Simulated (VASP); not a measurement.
# NbVS3 (P4mm) in VASP: relaxation of cell and atoms with PBE

Aim: the relaxation of cell and atoms of NbVS3 with PBE.

Everything below comes from runs of VASP 6.6.1. Logs are shortened: lines on timing, memory, paths and dates and some standing lists are left out, and cuts for length are marked.

**1. The cell of the first run**

The structure is tetragonal, space group P4mm (No. 99). The conventional cell has a = 4.567 Å, b = 4.567 Å, c = 4.567 Å, α = 90.00°, β = 90.00°, γ = 90.00°. Within 3.0 Å of Nb (site symmetry 4mm) lie 6 S at 2.28 Å. V (site symmetry 4mm) has 12 S at 3.21 to 3.25 Å and 8 Nb at 3.94 to 3.97 Å within 4.2 Å. Within 3.0 Å of S (site symmetry 2mm) lie 2 Nb at 2.28 Å. S (site symmetry 4mm) has 2 Nb at 2.28 Å within 3.0 Å.

The cell was generated, and may not be a known phase.

**2. Relaxation of cell and atoms, PBE, collinear spin, ferromagnetic start**

Contents of INCAR:

```
SYSTEM = NbVS3
PREC = Accurate
ENCUT = 600
EDIFF = 1E-6
ISMEAR = 0
SIGMA = 0.1
LREAL = .FALSE.
LASPH = .TRUE.
NELM = 150
ALGO = Normal
ISIF = 3
LWAVE = .FALSE.
LCHARG = .FALSE.
ISPIN = 2
MAGMOM = 0 2 0 0 0
LORBIT = 11
LMAXMIX = 4
GGA = PE
IBRION = 2
NSW = 90
EDIFFG = -0.04
```

Contents of KPOINTS:

```
Automatic mesh
0
G
  4 4 4
  0 0 0
```

Contents of POSCAR:

```
NbVS3
1.0
    4.5667035300      0.0000000000      0.0000000000
    0.0000000000      4.5667035300      0.0000000000
    0.0000000000      0.0000000000      4.5672980100
Nb V S
1 1 3
Direct
    0.0000000000      0.0000000000      0.4866651000
    0.5000000000      0.5000000000      0.9920643000
    0.5000000000      0.0000000000      0.4863043100
    0.0000000000      0.0000000000      0.9866249600
    0.0000000000      0.5000000000      0.4863043100
```

Potentials or basis: VASP PAW PBE potentials, release 64 (Nb_sv, V_sv, S).

Launch:

```bash
$ cat potpaw_PBE.64/Nb_sv/POTCAR potpaw_PBE.64/V_sv/POTCAR potpaw_PBE.64/S/POTCAR > POTCAR
$ mpirun -np 1 vasp_std > vasp.out
```

OUTCAR:

```text
SYSTEM = NbVS3
   PREC = Accurate
   ENCUT = 600
   EDIFF = 1E-6
   ISMEAR = 0
   LREAL = .FALSE.
   LASPH = .TRUE.
   NELM = 150
   ISIF = 3
   ISPIN = 2
   LORBIT = 11
   GGA = PE
   IBRION = 2
   NSW = 90
   EDIFFG = -0.04

 ion  position               nearest neighbor table
   1  0.000  0.000  0.487-   3 2.28   5 2.28   5 2.28   3 2.28   4 2.28   4 2.28
   2  0.500  0.500  0.992-
   3  0.500  0.000  0.486-   1 2.28   1 2.28
   4  0.000  0.000  0.987-   1 2.28   1 2.28
   5  0.000  0.500  0.486-   1 2.28   1 2.28

  LATTYP: Found a simple tetragonal cell.
 ALAT       =     4.5667035300
 C/A-ratio  =     1.0001301771

  Lattice vectors:

 A1 = (   4.5667035300,   0.0000000000,   0.0000000000)
 A2 = (   0.0000000000,   4.5667035300,   0.0000000000)
 A3 = (   0.0000000000,   0.0000000000,   4.5672980100)

Analysis of symmetry for initial positions (statically):
=====================================================================
 Subroutine PRICEL returns:
 Original cell was already a primitive cell.

 Routine SETGRP: Setting up the symmetry group for a
 simple tetragonal supercell.

 Subroutine GETGRP returns: Found  8 space group operations
 (whereof  8 operations were pure point group operations)
 out of a pool of 16 trial point group operations.

The static configuration has the point symmetry C_4v.

Analysis of symmetry for dynamics (positions and initial velocities):
=====================================================================
 Subroutine PRICEL returns:
 Original cell was already a primitive cell.

 Routine SETGRP: Setting up the symmetry group for a
 simple tetragonal supercell.

 Subroutine GETGRP returns: Found  8 space group operations
 (whereof  8 operations were pure point group operations)
 out of a pool of 16 trial point group operations.

The dynamic configuration has the point symmetry C_4v.

Analysis of structural, dynamic, and magnetic symmetry:
=====================================================================
 Subroutine PRICEL returns:
 Original cell was already a primitive cell.

 Routine SETGRP: Setting up the symmetry group for a
 simple tetragonal supercell.

 Subroutine GETGRP returns: Found  8 space group operations
 (whereof  8 operations were pure point group operations)
 out of a pool of 16 trial point group operations.

The overall configuration has the point symmetry C_4v.

 Subroutine INISYM returns: Found  8 space group operations
 (whereof  8 operations are pure point group operations),
 and found     1 'primitive' translations

----------------------------------------------------------------------------------------

                                     Primitive cell

  volume of cell :      95.2500

  direct lattice vectors                    reciprocal lattice vectors
     4.566703530  0.000000000  0.000000000     0.218976335  0.000000000  0.000000000
     0.000000000  4.566703530  0.000000000     0.000000000  0.218976335  0.000000000
     0.000000000  0.000000000  4.567298010     0.000000000  0.000000000  0.218947833

  length of vectors
     4.566703530  4.566703530  4.567298010     0.218976335  0.218976335  0.218947833

  position of ions in fractional coordinates (direct lattice)
     0.000000000  0.000000000  0.486665100
     0.500000000  0.500000000  0.992064300
     0.500000000  0.000000000  0.486304310
     0.000000000  0.000000000  0.986624960
     0.000000000  0.500000000  0.486304310

  ion indices of the primitive-cell ions
   primitive index   ion index
                 1           1
                 2           2
                 3           3
                 4           4
                 5           5

----------------------------------------------------------------------------------------

 KPOINTS: Automatic mesh

Automatic generation of k-mesh.
 Grid dimensions read from file:
 generate k-points for:    4    4    4

 Generating k-lattice:

  Cartesian coordinates                     Fractional coordinates (reciprocal lattice)
     0.054744084  0.000000000  0.000000000     0.250000000  0.000000000  0.000000000
     0.000000000  0.054744084  0.000000000     0.000000000  0.250000000  0.000000000
     0.000000000  0.000000000  0.054736958     0.000000000  0.000000000  0.250000000

  Length of vectors
     0.054744084  0.054744084  0.054736958

  Shift w.r.t. Gamma in fractional coordinates (k-lattice)
     0.000000000  0.000000000  0.000000000

 Subroutine IBZKPT returns following result:
 ===========================================

 Found     18 irreducible k-points:

 Following reciprocal coordinates:
            Coordinates               Weight
  0.000000  0.000000  0.000000      1.000000
  0.250000  0.000000  0.000000      4.000000
  0.500000  0.000000  0.000000      2.000000
  0.250000  0.250000  0.000000      4.000000
  0.500000  0.250000  0.000000      4.000000
  0.500000  0.500000  0.000000      1.000000
[... 10 lines left out ...]
  0.500000  0.250000  0.500000      4.000000
  0.500000  0.500000  0.500000      1.000000
   k-points           NKPTS =     18   k-points in BZ     NKDIM =     18   number of bands    NBANDS=     27
   number of dos      NEDOS =    301   number of ions     NIONS =      5
   total plane-waves  NPLWV =  46656
   dimension x,y,z NGX =    36 NGY =   36 NGZ =   36
   dimension x,y,z NGXF=    72 NGYF=   72 NGZF=   72
   ions per type =               1   1   3
   NGX,Y,Z   is equivalent  to a cutoff of  13.11, 13.11, 13.10 a.u.
   NGXF,Y,Z  is equivalent  to a cutoff of  26.21, 26.21, 26.21 a.u.
 SYSTEM =  NbVS3
   PREC   = accura    normal or accurate (medium, high low for compatibility)
   ISTART =      0    job   : 0-new  1-cont  2-samecut
   ICHARG =      2    charge: 1-file 2-atom 10-const
   ISPIN  =      2    spin polarized calculation?
   LNONCOLLINEAR =      F non collinear calculations
   LSORBIT =      F    spin-orbit coupling
   LASPH  =      T    aspherical Exc in radial PAW
   ENCUT  =  600.0 eV  44.10 Ry    6.64 a.u.   9.12  9.12  9.12*2*pi/ulx,y,z
   NELM   =    150;   NELMIN=  2; NELMDL= -5     # of ELM steps
   EDIFF  = 0.1E-05   stopping-criterion for ELM
   LREAL  =      F    real-space projection
   EDIFFG = -.4E-01   stopping-criterion for IOM
   NSW    =     90    number of steps for IOM
   IBRION =      2    ionic relax: 0-MD 1-quasi-New 2-CG
   NFREE  =      1    steps in history (QN), initial steepest desc. (CG)
   ISIF   =      3    stress and relaxation
   ISYM   =      2    0-nonsym 1-usesym 2-fastsym
   POTIM  = 0.5000    time-step for ionic-motion
   TEBEG  =    0.0;   TEEND  =   0.0 temperature during run
   PSTRESS=    0.0 pullay stress
   NELECT =      44.0000    total number of electrons
   NUPDOWN=      -1.0000    fix difference up-down
   EMIN   =  10.00;   EMAX   =-10.00  energy-range for DOS
   EFERMI =   0.00;   METHOD = LEGACY
   ISMEAR =     0;   SIGMA  =   0.10  broadening in eV -4-tet -1-fermi 0-gaus
   EFERMI_NEDOS =   21; number of points for ismear=-14 and -15
   IALGO  =     38    algorithm
   IMIX   =      4    mixing-type and parameters
     AMIX     =   0.40;   BMIX     =  1.00
     AMIX_MAG =   1.60;   BMIX_MAG =  1.00
  volume/ion in A,a.u.               =      19.05       128.56
  Fermi-wavevector in a.u.,A,eV,Ry     =   1.265525  2.391495 21.790458  1.601554
  Thomas-Fermi vector in A             =   2.398774
   LORBIT       =     11    0 simple, 1 ext, 2 COOP (PROOUT), +10 PAW based schemes
   GGA     = PE    functional components
   LHFCALC =     F    Hartree Fock is set to
   AEXX    =    0.0000 exact exchange contribution
   IVDW    =     0    specifies the selected vdW correction
   LEPSILON=     F    determine dielectric tensor
   LRPA    =     F    only Hartree local field effects (RPA)
 conjugate gradient relaxation of ions
 spin polarized calculation
 Gauss-broadening in eV      SIGMA  =   0.10
  energy-cutoff  :      600.00
  volume of cell :       95.25
 maximum number of plane-waves:      3197
   NGX = 19   NGY = 19   NGZ = 19

--------------------------------------- Ionic step        1  -------------------------------------------

 number of electron      43.9999986 magnetization       3.6245590

 Free energy of the ion-electron system (eV)
  ---------------------------------------------------
  ext. energy  EPLUGINS =         0.00000000
  ---------------------------------------------------
  free energy    TOTEN  =       -31.09757354 eV

  energy without entropy =      -31.06393684  energy(sigma->0) =      -31.08075519

 E-fermi :   7.2778     XC(G=0): -10.4155

 val. band max:        7.2615625338   @ k =   0.5000   0.5000   0.0000
 cond. band min:       7.2795668251   @ k =   0.2500   0.2500   0.5000
 fundamental gap:      0.0180042913
 Fermi energy:         7.2777915976

 spin component 1

 k-point     1 :       0.0000    0.0000    0.0000
  band No.  band energies     occupation
      1     -57.7070      1.00000
      2     -48.6406      1.00000
      3     -31.6162      1.00000
      4     -31.6139      1.00000
      5     -31.6139      1.00000
      6     -24.8934      1.00000
[... 1186 lines left out ...]
  FREE ENERGIE OF THE ION-ELECTRON SYSTEM (eV)
  ---------------------------------------------------
  free  energy   TOTEN  =       -30.4698973514 eV

  energy  without entropy=      -30.4243840051  energy(sigma->0) =      -30.44714068

 E-fermi :   4.6139     XC(G=0):  -8.9344

 val. band max:        4.5831940709   @ k =   0.5000   0.5000   0.0000
 cond. band min:       4.6160590581   @ k =   0.5000   0.0000   0.5000
 fundamental gap:      0.0328649872
 Fermi energy:         4.6139425086

 spin component 1

 k-point     1 :       0.0000    0.0000    0.0000
  band No.  band energies     occupation
      1     -58.0797      1.00000
      2     -51.3820      1.00000
      3     -32.2360      1.00000
      4     -32.2360      1.00000
      5     -31.5275      1.00000
      6     -27.6109      1.00000
[... 1072 lines left out ...]
     26       5.4564      0.00000
     27       5.4564      0.00000

[... ionic steps 4 to 62 ...]

--------------------------------------- Ionic step       63  -------------------------------------------

 number of electron      44.0000013 magnetization      -2.6811803

------------------------ aborting loop because EDIFF is reached ----------------------------------------
[... 73 lines left out ...]
--------------------------------------- Ionic step       65  -------------------------------------------

 number of electron      44.0000000 magnetization      -2.6565933

 Free energy of the ion-electron system (eV)
  ---------------------------------------------------
  ext. energy  EPLUGINS =         0.00000000
  ---------------------------------------------------
  free energy    TOTEN  =       -34.20354613 eV

  energy without entropy =      -34.18953353  energy(sigma->0) =      -34.19653983

 E-fermi :   4.0499     XC(G=0):  -8.6056

 val. band max:        4.0421398180   @ k =   0.5000   0.5000   0.0000
 cond. band min:       4.0749809126   @ k =   0.5000   0.2500   0.2500
 fundamental gap:      0.0328410946
 Fermi energy:         4.0498601061

 spin component 1

 k-point     1 :       0.0000    0.0000    0.0000
  band No.  band energies     occupation
      1     -58.6710      1.00000
      2     -51.9128      1.00000
      3     -32.8374      1.00000
      4     -32.8374      1.00000
      5     -32.1021      1.00000
      6     -28.1707      1.00000
[... 1104 lines left out ...]
  FREE ENERGIE OF THE ION-ELECTRON SYSTEM (eV)
  ---------------------------------------------------
  free  energy   TOTEN  =       -34.2035461317 eV

  energy  without entropy=      -34.1895335337  energy(sigma->0) =      -34.19653983

 reached required accuracy - stopping structural energy minimisation

 total charge

# of ion       s       p       d       tot
------------------------------------------
    1        2.174   6.016   2.462  10.651
    2        2.188   6.129   3.136  11.452
    3        1.326   2.446   0.000   3.772
    4        1.370   2.347   0.000   3.717
    5        1.326   2.446   0.000   3.772
--------------------------------------------------
tot          8.384  19.383   5.598  33.365

 magnetization (x)

# of ion       s       p       d       tot
------------------------------------------
    1        0.002   0.000   0.082   0.084
    2       -0.037  -0.019  -2.245  -2.302
    3        0.003   0.042   0.000   0.045
    4       -0.002  -0.038   0.000  -0.040
    5        0.003   0.042   0.000   0.045
--------------------------------------------------
tot         -0.031   0.027  -2.162  -2.166
```

Wall time 72 min (1 thread of AMD EPYC 9R45 (Zen 5), shared host); peak memory 0.29 GiB.

Results:

| Quantity | Value |
| --- | --- |
| Free energy | -34.2035 eV |
| Relaxed volume | 25.75 Å³/atom |
| Relaxed cell | a = 4.672 Å, b = 4.672 Å, c = 5.897 Å, α = 90.00°, β = 90.00°, γ = 90.00° |
| Space group after relaxing (to 0.1 Å) | P4mm (No. 99) |
| Energy gained by relaxing | 621.2 meV/atom |
| Ionic steps | 65 |
| Pressure after relaxing | 0.1 GPa |
| Largest force after relaxing | 0.032 eV/Å |
| Net moment | -2.66 μB per cell |
| Site moments | Nb +0.08; V -2.30; S +0.04, -0.04 (each value once) μB |
| Valence electrons inside the program's atomic spheres | Nb 10.65; V 11.45; S 3.77, 3.72 (each value once) |

Forces in eV/Å, atoms in the order of the input:
```
Nb   0.000  0.000  0.008
V    0.000  0.000 -0.032
S    0.000  0.000  0.005
S    0.000  0.000  0.014
S    0.000  0.000  0.005
```

Stress tensor (GPa, compression positive):
```
0.05 0.00 0.00
0.00 0.05 0.00
0.00 0.00 0.23
```

Step by step:
```tsv
step	energy change (eV)	largest force (eV/Å)	pressure (GPa)	volume (Å³)
1	0.0000	0.0657	15.32	95.25
3	0.6277	0.0985	-1.85	110.75
5	0.5874	0.0976	-0.03	108.48
7	0.5866	0.1171	0.24	108.21
9	0.5779	0.2795	0.22	108.23
11	-0.6691	0.8129	0.67	108.31
13	-1.0641	2.0478	5.42	108.09
15	-1.1043	1.5469	4.30	108.18
17	-1.1044	1.5462	4.30	108.18
19	-1.1045	1.5458	4.31	108.18
21	-1.1049	1.5421	4.34	108.19
23	-1.1059	1.5449	4.47	108.21
25	-1.1059	1.5828	4.52	108.22
27	-1.1094	1.5773	4.52	108.23
29	-1.1251	1.5537	4.45	108.30
31	-1.1870	1.5049	4.18	108.57
33	-1.4210	1.4494	3.13	109.66
35	-2.0362	0.9675	0.03	114.07
37	-2.4923	1.7929	-3.27	118.36
39	-2.5743	0.5452	10.96	103.41
41	-2.8915	0.4517	1.57	111.97
43	-2.9377	0.4158	-0.21	116.29
45	-2.9904	0.9632	-1.46	120.16
47	-3.0633	0.4853	0.77	121.22
49	-3.0674	0.2448	1.66	121.45
51	-3.0843	0.2857	0.95	126.05
53	-3.0898	0.1857	0.12	126.95
55	-3.0941	0.2116	-0.38	128.30
57	-3.0995	0.1466	-0.34	128.69
59	-3.1012	0.0795	-0.31	129.06
61	-3.1033	0.1650	-0.06	128.52
63	-3.1040	0.0487	0.24	128.22
65	-3.1060	0.0317	0.11	128.74
```

Final structure:
```cif
data_structure
_symmetry_space_group_name_H-M 'P 1'
_symmetry_Int_Tables_number 1
_cell_length_a 4.6724
_cell_length_b 4.6724
_cell_length_c 5.8970
_cell_angle_alpha 90.000
_cell_angle_beta 90.000
_cell_angle_gamma 90.000
_cell_volume 128.74
loop_
_atom_site_label
_atom_site_type_symbol
_atom_site_fract_x
_atom_site_fract_y
_atom_site_fract_z
_atom_site_occupancy
Nb1 Nb 0.00000 0.00000 0.49079 1
V1 V 0.50000 0.50000 0.41294 1
S1 S 0.50000 0.00000 0.33938 1
S2 S 0.00000 0.00000 0.85547 1
S3 S 0.00000 0.50000 0.33938 1
```

Levels at points of the mesh, in eV from the Fermi level:
Spin up:
| k point | band 17 | band 18 | band 19 | band 20 | band 21 | band 22 | band 23 | band 24 | band 25 | band 26 |
| --- | --- | --- | --- | --- | --- | --- | --- | --- | --- | --- |
| (0.00, 0.00, 0.00) | -2.93 | -2.93 | -2.18 | -2.18 | -1.95 | 0.74 | 1.24 | 1.38 | 1.38 | 2.48 |
| (0.50, 0.00, 0.00) | -3.61 | -3.08 | -2.98 | -2.44 | -0.04 | 0.89 | 1.07 | 1.24 | 2.12 | 2.17 |
| (0.50, 0.50, 0.00) | -3.60 | -3.09 | -2.87 | -2.87 | -0.01 | 0.55 | 0.96 | 0.96 | 1.79 | 2.31 |
| (0.00, 0.00, 0.50) | -2.97 | -2.97 | -2.01 | -2.01 | -1.94 | 0.75 | 1.52 | 1.52 | 1.69 | 2.25 |
| (0.50, 0.00, 0.50) | -4.19 | -3.20 | -2.30 | -2.03 | -0.07 | 0.70 | 1.36 | 1.75 | 2.25 | 2.44 |
| (0.50, 0.50, 0.50) | -3.88 | -3.73 | -2.03 | -2.03 | 0.39 | 0.80 | 0.80 | 1.59 | 2.07 | 2.28 |
Spin down:
| k point | band 20 | band 21 | band 22 | band 23 | band 24 | band 25 | band 26 | band 27 |
| --- | --- | --- | --- | --- | --- | --- | --- | --- |
| (0.00, 0.00, 0.00) | -2.28 | -2.28 | -0.63 | -0.32 | -0.32 | -0.25 | 1.22 | 2.30 |
| (0.50, 0.00, 0.00) | -2.53 | -0.95 | -0.26 | -0.21 | 0.29 | 0.86 | 0.92 | 1.24 |
| (0.50, 0.50, 0.00) | -2.92 | -0.56 | -0.26 | 0.31 | 0.31 | 0.53 | 0.77 | 1.08 |
| (0.00, 0.00, 0.50) | -2.12 | -2.12 | -0.48 | -0.25 | -0.25 | -0.25 | 1.22 | 2.19 |
| (0.50, 0.00, 0.50) | -2.15 | -0.98 | -0.24 | -0.06 | 0.33 | 0.59 | 1.32 | 1.55 |
| (0.50, 0.50, 0.50) | -2.16 | -0.44 | 0.31 | 0.38 | 0.38 | 0.40 | 0.84 | 0.84 |

Caveat: the volume moved by over 15 % at a fixed basis, so the end points are rough.
